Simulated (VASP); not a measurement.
Input of a VASP 6.6.1 run:

INCAR

```
SYSTEM = Al3B2As
ALGO     = Normal         ! electronic algorithm
EDIFF    = 1E-7           ! SCF threshold, eV
EDIFFG   = -0.04          ! ionic threshold
ENCUT    = 600            ! plane-wave cutoff, eV
GGA      = PE             ! functional
IBRION   = 2              ! ionic algorithm
ISIF     = 3              ! what is computed and relaxed
ISMEAR   = 0              ! smearing method
LASPH    = .True.         ! aspherical terms in the spheres
LCHARG   = .False.        ! write CHGCAR
LREAL    = .False.        ! projectors in reciprocal space
LWAVE    = .False.        ! write WAVECAR
NELM     = 80             ! most SCF steps
NSW      = 90             ! ionic steps
PREC     = Accurate       ! precision mode
SIGMA    = 0.1            ! smearing width, eV
```

Contents of KPOINTS:

```
k-points
0
Gamma
  3 3 6
  0 0 0
```

The input POSCAR:

```
Al3B2As
1.0
    6.4779746463      0.0000000000      0.0000000000
   -3.2389873232      5.6100906088      0.0000000000
    0.0000000000      0.0000000000      2.8525750803
Al B As
3 2 1
Direct
    0.6549456108      0.0000000000      0.5000000000
    0.0000000000      0.6549456108      0.5000000000
    0.3450543892      0.3450543892      0.5000000000
    0.3333333333      0.6666666667      0.5000000000
    0.6666666667      0.3333333333      0.5000000000
    0.0000000000      0.0000000000      0.0000000000
```

Potentials or basis: VASP PAW PBE potentials, release 64 (Al, B, As).

Launch:

```sh
$ cat potpaw_PBE.64/Al/POTCAR potpaw_PBE.64/B/POTCAR potpaw_PBE.64/As/POTCAR > POTCAR
$ mpirun -np 1 vasp_std > vasp.out
```

Estimate the band gap on the k mesh.

zero (bands 10 and 11 overlap by 2.67 eV).

Predict the relaxed cell.

a = 6.570 Å, b = 6.570 Å, c = 2.748 Å, α = 90.00°, β = 90.00°, γ = 120.00°.

Predict the space group after relaxing (to 0.1 Å).

P-62m (No. 189).

Final structure:
```yaml
crystal:
  lattice:
    - [6.57006, 0.00000, 0.00000]
    - [-3.28503, 5.68984, 0.00000]
    - [0.00000, 0.00000, 2.74801]
  atoms:
    - { symbol: Al, position: [0.63095, 0.00000, 0.50000] }
    - { symbol: Al, position: [0.00000, 0.63095, 0.50000] }
    - { symbol: Al, position: [0.36905, 0.36905, 0.50000] }
    - { symbol: B, position: [0.33333, 0.66667, 0.50000] }
    - { symbol: B, position: [0.66667, 0.33333, 0.50000] }
    - { symbol: As, position: [0.00000, 0.00000, 0.00000] }
```

Caveat: the k points lie up to 0.38 Å⁻¹ apart in the final cell, too coarse for converged energies and pressures of a metal.
